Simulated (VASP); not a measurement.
A run of VASP 6.6.1:

Contents of INCAR:

```
PREC = Accurate ; ENCUT = 520
EDIFF = 1E-6 ; ISMEAR = 0
SIGMA = 0.1 ; LREAL = F
LASPH = T ; NELM = 100
ALGO = Normal ; ISIF = 2
LWAVE = F ; LCHARG = F
GGA = PS ; NBANDS = 16
```

The input KPOINTS:

```
Automatic mesh
0
Gamma
  4 4 4
```

The input POSCAR:

```
ZrS
1.0
    0.0000000000      2.5799753455      2.5799753455
    2.5799753455      0.0000000000      2.5799753455
    2.5799753455      2.5799753455      0.0000000000
Zr S
1 1
Direct
    0.0000000000      0.0000000000      0.0000000000
    0.5000000000      0.5000000000      0.5000000000
```

Potentials or basis: VASP PAW PBE potentials, release 64 (Zr_sv, S).

Launch:

```console
$ cat potpaw_PBE.64/Zr_sv/POTCAR potpaw_PBE.64/S/POTCAR > POTCAR
$ mpirun -np 1 vasp_std > vasp.out
```

Hardware: 1 thread of AMD EPYC 7R43 64-Core Processor (Zen 3), on a shared host.

How long does it take, and how much memory?

Wall time 6.2 s on 1 thread of AMD EPYC 7R43 64-Core Processor (Zen 3), with other jobs on the host, peak memory 0.11 GiB. Counts: scf iterations 12, k points 8.
